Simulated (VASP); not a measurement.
InP:

```
In P
1.0
     0.00000    2.94991    2.94991
     2.94991    0.00000    2.94991
     2.94991    2.94991    0.00000
In P
1 1
Direct
  0.00000 0.00000 0.00000
  0.75000 0.75000 0.75000
```

Base run:

- Program: VASP 6.6.1
- Functional: b88 exchange, pbe correlation
- Potentials or basis: VASP PAW PBE potentials, release 64 (In_d, P)
- Cutoff: 500 eV
- k mesh: 8 × 8 × 8
- Occupations: fermi-dirac, width 0.05 eV
- Spin: no spin polarisation

Its results: band gap on the k mesh 0.58 eV; pressure 1.8 GPa.

Problem. The run is repeated on the same cell with these changes: functional from b88 exchange, pbe correlation to r2SCAN; cutoff from 500 eV to 520 eV. What comes out?

Solution. Band gap on the k mesh 1.05 eV; pressure 0.1 GPa.

Caveats: the PAW data sets were made with another functional, which shifts forces and pressure a little; spin-orbit coupling is left out, which moves the levels of the heavy elements.

